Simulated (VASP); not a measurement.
# TiO2 (I4_1/amd) in VASP: further runs

Runs on TiO2. Level: PBE+U. Tasks: single point.

Everything below comes from runs of VASP 6.6.1. Logs are shortened: lines on timing, memory, paths and dates and some standing lists are left out, and cuts for length are marked.

## 1. The cell of the first run

Symmetry: I4_1/amd, No. 141, tetragonal system. The conventional cell has a = 3.754 Å, b = 3.754 Å, c = 9.519 Å, α = 90.00°, β = 90.00°, γ = 90.00°. Within 2.6 Å of Ti (site symmetry -4m2) lie 6 O at 1.92 to 1.95 Å. O (site symmetry 2mm) has 3 Ti at 1.92 to 1.95 Å and 2 O at 2.42 Å within 2.6 Å.

## 2. Single point, PBE+U

The input, INCAR:

```
SYSTEM = TiO2
PREC = Accurate
ENCUT = 520
EDIFF = 1E-6
ISMEAR = 0
SIGMA = 0.05
LREAL = .False.
LASPH = .True.
NELM = 150
ALGO = Normal
ISIF = 2
LWAVE = .False.
LCHARG = .True.
LMAXMIX = 4
LDAU = .True.
LDAUTYPE = 2
LDAUL = 2 -1
LDAUU = 4 0
LDAUJ = 0 0
LDAUPRINT = 1
GGA = PE
LELF = .True.
LVHAR = .True.
NBANDS = 33
```

The input, KPOINTS:

```
Automatic mesh
0
Gamma
  8 8 8
  0 0 0
```

The input, POSCAR:

```
TiO2
1.0
   -1.8768500000      1.8768500000      4.7595000000
    1.8768500000     -1.8768500000      4.7595000000
    1.8768500000      1.8768500000     -4.7595000000
Ti O
2 4
Direct
    0.0000000000      0.0000000000      0.0000000000
    0.7500000000      0.2500000000      0.5000000000
    0.2052277854      0.2052277854      0.0000000000
    0.9552277854      0.4552277854      0.5000000000
    0.5447722146      0.0447722146      0.5000000000
    0.7947722146      0.7947722146      0.0000000000
```

Potentials or basis: VASP PAW PBE potentials, release 64 (Ti_sv, O).

On the command line:

```console
> cat potpaw_PBE.64/Ti_sv/POTCAR potpaw_PBE.64/O/POTCAR > POTCAR
> mpirun -np 1 vasp_std > vasp.out
```

OUTCAR:

```text
SYSTEM = TiO2
   PREC = Accurate
   ENCUT = 520
   EDIFF = 1E-6
   ISMEAR = 0
   LREAL = .False.
   LASPH = .True.
   NELM = 150
   ISIF = 2
   GGA = PE

 ion  position               nearest neighbor table
   1  0.000  0.000  0.000-   5 1.92   4 1.92   5 1.92   4 1.92   3 1.95   6 1.95
   2  0.750  0.250  0.500-   6 1.92   3 1.92   6 1.92   3 1.92   4 1.95   5 1.95
   3  0.205  0.205  0.000-   2 1.92   2 1.92   1 1.95
   4  0.955  0.455  0.500-   1 1.92   1 1.92   2 1.95
   5  0.545  0.045  0.500-   1 1.92   1 1.92   2 1.95
   6  0.795  0.795  0.000-   2 1.92   2 1.92   1 1.95

  LATTYP: Found a body centered tetragonal cell.
 ALAT       =     3.7537000000
 C/A-ratio  =     2.5358979141

  Lattice vectors:

 A1 = (  -1.8768500000,   1.8768500000,   4.7595000000)
 A2 = (   1.8768500000,  -1.8768500000,   4.7595000000)
 A3 = (   1.8768500000,   1.8768500000,  -4.7595000000)

Analysis of symmetry for initial positions (statically):
=====================================================================
 Subroutine PRICEL returns:
 Original cell was already a primitive cell.

 Routine SETGRP: Setting up the symmetry group for a
 body centered tetragonal supercell.

 Subroutine GETGRP returns: Found 16 space group operations
 (whereof  8 operations were pure point group operations)
 out of a pool of 16 trial point group operations.

The static configuration has the point symmetry D_2d.
 The point group associated with its full space group is D_4h.

Analysis of symmetry for dynamics (positions and initial velocities):
=====================================================================
 Subroutine PRICEL returns:
 Original cell was already a primitive cell.

 Routine SETGRP: Setting up the symmetry group for a
 body centered tetragonal supercell.

 Subroutine GETGRP returns: Found 16 space group operations
 (whereof  8 operations were pure point group operations)
 out of a pool of 16 trial point group operations.

The dynamic configuration has the point symmetry D_2d.
 The point group associated with its full space group is D_4h.
[... 198 lines left out ...]
 -0.0000  0.1061  0.0000 -0.0000 -0.0000
  0.0000  0.0000  0.2609  0.0000 -0.0000
  0.0000 -0.0000  0.0000  0.1061 -0.0000
 -0.0000 -0.0000 -0.0000 -0.0000  0.2561

 occupancies and eigenvectors

  o =  0.1045  v =  1.0000  0.0000  0.0000  0.0000  0.0000  0.0000  0.0000  0.0000  0.0000  0.0000      0.0000  0.0000  0.0000  0.0000  0.0000  0.0000  0.0000  0.0000  0.0000  0.0000
  o =  0.1045  v =  0.0000  0.0000  0.0000  0.0000  0.0000  1.0000  0.0000  0.0000  0.0000  0.0000      0.0000  0.0000  0.0000  0.0000  0.0000  0.0000  0.0000  0.0000  0.0000  0.0000
  o =  0.1061  v =  0.0000 -0.9930  0.0000 -0.1181  0.0000  0.0000  0.0000  0.0000  0.0000  0.0000      0.0000  0.0000  0.0000  0.0000  0.0000  0.0000  0.0000  0.0000  0.0000  0.0000
  o =  0.1061  v =  0.0000  0.0000  0.0000  0.0000  0.0000  0.0000 -0.9930  0.0000 -0.1181  0.0000      0.0000  0.0000  0.0000  0.0000  0.0000  0.0000  0.0000  0.0000  0.0000  0.0000
  o =  0.1061  v =  0.0000 -0.1181 -0.0000  0.9930 -0.0000  0.0000  0.0000  0.0000  0.0000  0.0000      0.0000  0.0000  0.0000  0.0000  0.0000  0.0000  0.0000  0.0000  0.0000  0.0000
  o =  0.1061  v =  0.0000  0.0000  0.0000  0.0000  0.0000  0.0000 -0.1181 -0.0000  0.9930 -0.0000      0.0000  0.0000  0.0000  0.0000  0.0000  0.0000  0.0000  0.0000  0.0000  0.0000
  o =  0.2561  v =  0.0000  0.0000 -0.0000  0.0000  1.0000  0.0000  0.0000  0.0000  0.0000  0.0000      0.0000  0.0000  0.0000  0.0000  0.0000  0.0000  0.0000  0.0000  0.0000  0.0000
  o =  0.2561  v =  0.0000  0.0000  0.0000  0.0000  0.0000  0.0000  0.0000 -0.0000  0.0000  1.0000      0.0000  0.0000  0.0000  0.0000  0.0000  0.0000  0.0000  0.0000  0.0000  0.0000
  o =  0.2609  v =  0.0000  0.0000  0.0000  0.0000  0.0000  0.0000  0.0000  1.0000  0.0000  0.0000      0.0000  0.0000  0.0000  0.0000  0.0000  0.0000  0.0000  0.0000  0.0000  0.0000
  o =  0.2609  v =  0.0000  0.0000  1.0000  0.0000  0.0000  0.0000  0.0000  0.0000  0.0000  0.0000      0.0000  0.0000  0.0000  0.0000  0.0000  0.0000  0.0000  0.0000  0.0000  0.0000

 number of electron      48.0000009 magnetization

 Free energy of the ion-electron system (eV)
  ---------------------------------------------------
  ext. energy  EPLUGINS =         0.00000000
  ---------------------------------------------------
  free energy    TOTEN  =       -48.19623608 eV

  energy without entropy =      -48.19623608  energy(sigma->0) =      -48.19623608

 E-fermi :   4.0041     XC(G=0): -10.8182

 val. band max:        3.7045117050   @ k =  -0.3750   0.3750   0.0000
 cond. band min:       6.5708193077   @ k =   0.0000   0.0000   0.0000
 fundamental gap:      2.8663076027
 Fermi energy:         4.0041120441

 k-point     1 :       0.0000    0.0000    0.0000
  band No.  band energies     occupation
      1     -53.4674      2.00000
      2     -53.4055      2.00000
      3     -29.9119      2.00000
      4     -29.6572      2.00000
      5     -29.6572      2.00000
      6     -29.5854      2.00000
[... 853 lines left out ...]
     32      10.6650      0.00000
     33      11.1516      0.00000

 [... further k-points ...]

------------------------ aborting loop because EDIFF is reached ----------------------------------------

  FORCE on cell =-STRESS in cart. coord.  units (eV):
  Direction    XX          YY          ZZ          XY          YZ          ZX
  --------------------------------------------------------------------------------------
  -------------------------------------------------------------------------------------
  Total        7.5470420      7.5470420      8.9373983      0.0000000      0.0000000      0.0000000
  in kB      180.3046373    180.3046373    213.5213189      0.0000000      0.0000000      0.0000000
  external PRESSURE =     191.3768645 kB  Pullay stress =       0.0000000 kB

 VOLUME and BASIS-vectors are now :
 -----------------------------------------------------------------------------
  energy-cutoff  :      520.00
  volume of cell :       67.06
      direct lattice vectors                 reciprocal lattice vectors
    -1.876850000  1.876850000  4.759500000     0.000000000  0.266403815  0.105053052
     1.876850000 -1.876850000  4.759500000     0.266403815  0.000000000  0.105053052
     1.876850000  1.876850000 -4.759500000     0.266403815  0.266403815  0.000000000

 POSITION                                       TOTAL-FORCE (eV/Angst)
 -----------------------------------------------------------------------------------
      0.00000      0.00000      0.00000         0.000000      0.000000     -0.000000
      0.00000      1.87685      2.37975         0.000000      0.000000     -0.000000
      0.00000      0.00000      1.95356         0.000000      0.000000      0.701061
      0.00000      1.87685      4.33331         0.000000      0.000000      0.701061
      0.00000      1.87685      0.42619        -0.000000     -0.000000     -0.701061
      0.00000      0.00000      7.56544        -0.000000     -0.000000     -0.701061
 -----------------------------------------------------------------------------------
    total drift:                               -0.000000     -0.000000     -0.000000

  FREE ENERGIE OF THE ION-ELECTRON SYSTEM (eV)
  ---------------------------------------------------
  free  energy   TOTEN  =       -48.1962360774 eV

  energy  without entropy=      -48.1962360774  energy(sigma->0) =      -48.19623608
```

OSZICAR:

```text
N       E                     dE             d eps       ncg     rms          rms(c)
DAV:   1     0.672239677737E+03    0.67224E+03   -0.24254E+04  3894   0.170E+03
DAV:   2     0.292952563413E+02   -0.64294E+03   -0.59755E+03  4322   0.511E+02
DAV:   3    -0.620837299129E+02   -0.91379E+02   -0.89983E+02  5354   0.189E+02
DAV:   4    -0.669233638727E+02   -0.48396E+01   -0.48297E+01  5835   0.417E+01
DAV:   5    -0.670942778026E+02   -0.17091E+00   -0.17090E+00  4954   0.604E+00    0.334E+01
DAV:   6    -0.474685379415E+02    0.19626E+02   -0.80776E+01  5441   0.920E+01    0.911E+00
DAV:   7    -0.482096241468E+02   -0.74109E+00   -0.12327E+01  5155   0.233E+01    0.841E+00
DAV:   8    -0.481436544026E+02    0.65970E-01   -0.69346E-01  5557   0.704E+00    0.430E+00
DAV:   9    -0.482004589755E+02   -0.56805E-01   -0.37393E-01  4833   0.449E+00    0.110E+00
DAV:  10    -0.481998778599E+02    0.58112E-03   -0.63358E-02  5398   0.171E+00    0.727E-01
DAV:  11    -0.481964306490E+02    0.34472E-02   -0.10548E-02  5114   0.137E+00    0.149E-01
DAV:  12    -0.481963650439E+02    0.65605E-04   -0.22534E-03  4932   0.347E-01    0.109E-01
DAV:  13    -0.481962436831E+02    0.12136E-03   -0.79755E-04  5247   0.227E-01    0.350E-02
DAV:  14    -0.481962399598E+02    0.37234E-05   -0.11972E-04  5292   0.123E-01    0.289E-02
DAV:  15    -0.481962356601E+02    0.42996E-05   -0.18797E-05  5077   0.492E-02    0.363E-03
DAV:  16    -0.481962360774E+02   -0.41725E-06   -0.12128E-06  3329   0.928E-03
   1 F= -.48196236E+02 E0= -.48196236E+02  d E =-.568333E-19
```

Wall time 3.6 min (1 thread of Intel Xeon Platinum 8259CL at 2.50GHz (Skylake/Cascade Lake), shared host); peak memory 0.31 GiB.

Results:

- Free energy: -48.1962 eV
- Pressure: 19.1 GPa
- Largest force: 0.701 eV/Å
- Band gap on the k mesh: 2.87 eV (least direct gap 3.12 eV)

Forces in eV/Å, atoms in the order of the input:
```
Ti   0.000  0.000  0.000
Ti   0.000  0.000  0.000
O    0.000  0.000  0.701
O    0.000  0.000  0.701
O    0.000  0.000 -0.701
O    0.000  0.000 -0.701
```

Stress tensor (GPa, compression positive):
```
18.03  0.00  0.00
 0.00 18.03  0.00
 0.00  0.00 21.35
```

Eigenvalues of the final occupation matrices:
```tsv
site	spin	trace	eigenvalues
site 1 d	1	0.83	0.10 0.11 0.11 0.26 0.26
site 1 d	2	0.83	0.10 0.11 0.11 0.26 0.26
site 2 d	1	0.83	0.10 0.11 0.11 0.26 0.26
site 2 d	2	0.83	0.10 0.11 0.11 0.26 0.26
```

Caveat: the cell stands under pressure. A k mesh can miss the band edges.

## 3. Single point, PBE+U

This run uses another cell than the first one, of 11.24 Å³/atom.

The input, INCAR:

```
SYSTEM = TiO2
ALGO     = Normal         ! electronic algorithm
EDIFF    = 1E-6           ! SCF threshold, eV
ENCUT    = 520            ! plane-wave cutoff, eV
GGA      = PE             ! functional
ISIF     = 2              ! what is computed and relaxed
ISMEAR   = 0              ! smearing method
LASPH    = .TRUE.         ! aspherical terms in the spheres
LCHARG   = .TRUE.         ! write CHGCAR
LDAU     = .TRUE.         ! DFT+U
LDAUJ    = 0 0          
LDAUL    = 2 -1           ! shell
LDAUPRINT= 1            
LDAUTYPE = 2            
LDAUU    = 4 0            ! U, eV
LELF     = .TRUE.         ! ELF
LMAXMIX  = 4              ! l up to which the mixer works
LREAL    = .FALSE.        ! projectors in reciprocal space
LVHAR    = .TRUE.       
LWAVE    = .FALSE.        ! write WAVECAR
NBANDS   = 33             ! bands
NELM     = 150            ! most SCF steps
PREC     = Accurate       ! precision mode
SIGMA    = 0.05           ! smearing width, eV
```

The input, KPOINTS:

```
k-points
0
G
  8 8 8
  0 0 0
```

Changes to POSCAR since step 2:

```diff
@@ -2,5 +2,5 @@
 1.0
-   -1.8768500000      1.8768500000      4.7595000000
-    1.8768500000     -1.8768500000      4.7595000000
-    1.8768500000      1.8768500000     -4.7595000000
+   -1.9086496194      1.9086496194      4.6291000000
+    1.9086496194     -1.9086496194      4.6291000000
+    1.9086496194      1.9086496194     -4.6291000000
 Ti O
```

Potentials or basis: VASP PAW PBE potentials, release 64 (Ti_sv, O).

On the command line:

```console
> cat potpaw_PBE.64/Ti_sv/POTCAR potpaw_PBE.64/O/POTCAR > POTCAR
> mpirun -np 1 vasp_std > vasp.out
```

It took 3.1 min on 1 thread of Intel Xeon Platinum 8259CL at 2.50GHz (Skylake/Cascade Lake), shared host; peak memory 0.29 GiB.

The run converged. Its results:

| Property | Result |
| --- | --- |
| Free energy | -48.1016 eV |
| Pressure | 19.1 GPa |
| Largest force | 1.511 eV/Å |
| Band gap on the k mesh | 2.85 eV (least direct gap 3.09 eV) |

Forces in eV/Å, atoms in the order of the input:
```
Ti   0.000  0.000  0.000
Ti   0.000  0.000  0.000
O    0.000  0.000  1.511
O    0.000  0.000  1.511
O    0.000  0.000 -1.511
O    0.000  0.000 -1.511
```

Stress tensor (GPa, compression positive):
```
12.57  0.00  0.00
 0.00 12.57  0.00
 0.00  0.00 32.29
```

Levels at points of the mesh, in eV from the valence-band top:
| k point | band 21 | band 22 | band 23 | band 24 | band 25 | band 26 | band 27 | band 28 |
| --- | --- | --- | --- | --- | --- | --- | --- | --- |
| (0.00, 0.00, 0.00) | -0.48 | -0.48 | -0.38 | -0.38 | 2.85 | 3.76 | 4.78 | 4.78 |
| (0.50, 0.00, 0.00) | -1.77 | -0.85 | -0.62 | -0.49 | 3.93 | 4.27 | 4.30 | 4.45 |
| (0.50, 0.50, 0.00) | -1.79 | -1.79 | -0.02 | -0.02 | 4.15 | 4.15 | 4.56 | 4.56 |
| (0.50, 0.50, 0.50) | -1.06 | -1.06 | -0.02 | -0.02 | 3.28 | 3.28 | 4.63 | 4.63 |

Eigenvalues of the final occupation matrices:
```csv
site,spin,trace,eigenvalues
site 1 d,1,0.83,0.10 0.11 0.11 0.24 0.28
site 1 d,2,0.83,0.10 0.11 0.11 0.24 0.28
site 2 d,1,0.83,0.10 0.11 0.11 0.24 0.28
site 2 d,2,0.83,0.10 0.11 0.11 0.24 0.28
```

Caveat: the stress differs along the axes, from 13 to 32 GPa; forces of over 1 eV/Å act on the atoms, so gaps and moduli don't describe the material at rest.

## 4. Single point, PBE+U

This run uses another cell than the first one, of 11.29 Å³/atom.

The input, INCAR:

```
PREC     = Accurate       # precision mode
ENCUT    = 520            # plane-wave cutoff, eV
EDIFF    = 1E-6           # SCF threshold, eV
ISMEAR   = 0              # smearing method
SIGMA    = 0.05           # smearing width, eV
LREAL    = False          # projectors in reciprocal space
LASPH    = True           # aspherical terms in the spheres
NELM     = 150            # most SCF steps
ALGO     = Normal         # electronic algorithm
ISIF     = 2              # what is computed and relaxed
LWAVE    = False          # write WAVECAR
LCHARG   = True           # write CHGCAR
LMAXMIX  = 4              # l up to which the mixer works
LDAU     = True           # DFT+U
LDAUTYPE = 2            
LDAUL    = 2 -1           # shell
LDAUU    = 4 0            # U, eV
LDAUJ    = 0 0          
LDAUPRINT= 1            
GGA      = PE             # functional
LELF     = True           # ELF
LVHAR    = True         
NBANDS   = 33             # bands
```

The input, KPOINTS:

```
Automatic mesh
0
Gamma
  8 8 8
```

Changes to POSCAR since step 3:

```diff
@@ -2,5 +2,5 @@
 1.0
-   -1.9086496194      1.9086496194      4.6291000000
-    1.9086496194     -1.9086496194      4.6291000000
-    1.9086496194      1.9086496194     -4.6291000000
+   -1.9404500000      1.9404500000      4.4987000000
+    1.9404500000     -1.9404500000      4.4987000000
+    1.9404500000      1.9404500000     -4.4987000000
 Ti O
```

On the command line:

```console
> cat potpaw_PBE.64/Ti_sv/POTCAR potpaw_PBE.64/O/POTCAR > POTCAR
> mpirun -np 1 vasp_std > vasp.out
```

It took 3 min on 1 thread of Intel Xeon Platinum 8259CL at 2.50GHz (Skylake/Cascade Lake), shared host; peak memory 0.3 GiB.

The run converged. Its results:

```yaml
Free_energy: -47.7704 eV
Pressure: 21.2 GPa
Largest_force: 2.513 eV/Å
Band_gap_on_the_k_mesh: 2.84 eV (least direct gap 3.10 eV)
```

Forces in eV/Å, atoms in the order of the input:
```
Ti   0.000  0.000  0.000
Ti   0.000  0.000  0.000
O    0.000  0.000  2.513
O    0.000  0.000  2.513
O    0.000  0.000 -2.513
O    0.000  0.000 -2.513
```

Stress tensor (GPa, compression positive):
```
 8.24  0.00  0.00
 0.00  8.24  0.00
 0.00  0.00 47.22
```

Levels at points of the mesh, in eV from the valence-band top:
| k point | band 22 | band 23 | band 24 | band 25 | band 26 | band 27 |
| --- | --- | --- | --- | --- | --- | --- |
| (0.00, 0.00, 0.00) | -0.40 | -0.34 | -0.34 | 2.84 | 3.89 | 4.83 |
| (0.50, 0.00, 0.00) | -0.81 | -0.53 | -0.36 | 3.91 | 4.33 | 4.35 |
| (0.50, 0.50, 0.00) | -1.65 | -0.01 | -0.01 | 4.27 | 4.27 | 4.65 |
| (0.50, 0.50, 0.50) | -0.96 | -0.08 | -0.08 | 3.34 | 3.34 | 4.75 |

Eigenvalues of the final occupation matrices:
```csv
site,spin,trace,eigenvalues
site 1 d,1,0.84,0.09 0.11 0.11 0.22 0.31
site 1 d,2,0.84,0.09 0.11 0.11 0.22 0.31
site 2 d,1,0.84,0.09 0.11 0.11 0.22 0.31
site 2 d,2,0.84,0.09 0.11 0.11 0.22 0.31
```

Caveat: the stress differs along the axes, from 8 to 47 GPa; forces of over 1 eV/Å act on the atoms, so gaps and moduli don't describe the material at rest. A k mesh can miss the band edges.

## 5. Single point, PBE+U

This run uses another cell than the first one, of 11.29 Å³/atom.

The input, INCAR:

```
PREC = Accurate
ENCUT = 520
EDIFF = 1E-6
ISMEAR = 0
SIGMA = 0.05
LREAL = False
LASPH = True
NELM = 150
ALGO = Normal
ISIF = 2
LWAVE = False
LCHARG = True
LMAXMIX = 4
LDAU = True
LDAUTYPE = 2
LDAUL = 2 -1
LDAUU = 4 0
LDAUJ = 0 0
LDAUPRINT = 1
GGA = PE
LELF = True
LVHAR = True
NBANDS = 33
```

The input, KPOINTS:

```
regular mesh
0
Gamma
  8 8 8
```

Changes to POSCAR since step 4:

```diff
@@ -2,5 +2,5 @@
 1.0
-   -1.9404500000      1.9404500000      4.4987000000
-    1.9404500000     -1.9404500000      4.4987000000
-    1.9404500000      1.9404500000     -4.4987000000
+   -1.8132000000      1.8132000000      5.1507000000
+    1.8132000000     -1.8132000000      5.1507000000
+    1.8132000000      1.8132000000     -5.1507000000
 Ti O
```

On the command line:

```console
> cat potpaw_PBE.64/Ti_sv/POTCAR potpaw_PBE.64/O/POTCAR > POTCAR
> mpirun -np 1 vasp_std > vasp.out
```

Wall time 4.6 min (1 thread of Intel Xeon Platinum 8259CL at 2.50GHz (Skylake/Cascade Lake), shared host); peak memory 0.37 GiB.

Results (log left out):

- Free energy: -47.8441 eV
- Pressure: 19.1 GPa
- Largest force: 0.892 eV/Å
- Band gap on the k mesh: 2.94 eV (least direct gap 3.36 eV)

Forces on the atoms (eV/Å):
```
Ti   0.000  0.000  0.000
Ti   0.000  0.000  0.000
O    0.000  0.000 -0.892
O    0.000  0.000 -0.892
O    0.000  0.000  0.892
O    0.000  0.000  0.892
```

Stress tensor (GPa, compression positive):
```
28.22  0.00  0.00
 0.00 28.22  0.00
 0.00  0.00  0.73
```

Levels at points of the mesh, in eV from the valence-band top:
| k point | band 22 | band 23 | band 24 | band 25 | band 26 | band 27 |
| --- | --- | --- | --- | --- | --- | --- |
| (0.00, 0.00, 0.00) | -1.08 | -0.49 | -0.49 | 2.94 | 3.44 | 4.91 |
| (0.50, 0.00, 0.00) | -1.14 | -0.95 | -0.86 | 4.03 | 4.14 | 4.18 |
| (0.50, 0.50, 0.00) | -2.17 | -0.07 | -0.07 | 3.71 | 3.71 | 4.26 |
| (0.50, 0.50, 0.50) | -1.45 | -0.25 | -0.25 | 3.18 | 3.18 | 4.72 |

Eigenvalues of the final occupation matrices:
```
    site  spin  trace               eigenvalues
site 1 d     1   0.85  0.11 0.11 0.12 0.21 0.29
site 1 d     2   0.85  0.11 0.11 0.12 0.21 0.29
site 2 d     1   0.85  0.11 0.11 0.12 0.21 0.29
site 2 d     2   0.85  0.11 0.11 0.12 0.21 0.29
```

Caveat: the stress differs along the axes, from 1 to 28 GPa. A k mesh can miss the band edges.

## 6. The runs side by side

```csv
cell,gap on the mesh (eV),pressure (GPa),largest force (eV/Å)
"a = 5.450 Å, angles 139.7, 139.7, 58.3°, 6 atoms",2.87,19.1,0.70
"a = 5.359 Å, angles 138.3, 138.3, 60.5°, 6 atoms",2.85,19.1,1.51
"a = 5.270 Å, angles 136.8, 136.8, 62.8°, 6 atoms",2.84,21.2,2.51
"a = 5.754 Å, angles 143.3, 143.3, 52.9°, 6 atoms",2.94,19.1,0.89
```

Alike in all rows: task single point; level PBE+U; potentials or basis VASP PAW PBE potentials, release 64 (Ti_sv, O); no spin polarisation; Ti d U = 4.0 eV; k mesh 8 × 8 × 8; cutoff (eV) 520; smearing gaussian 0.05 eV.

Caveats: forces of over 1 eV/Å act on the atoms, so gaps and moduli don't describe the material at rest (at least some runs); the cell stands under pressure (at least some runs); the stress differs along the axes, from 13 to 32 GPa (at least some runs); the stress differs along the axes, from 8 to 47 GPa (at least some runs); the stress differs along the axes, from 1 to 28 GPa (at least some runs).

Absolute energies hang on the potentials; compare differences alone.
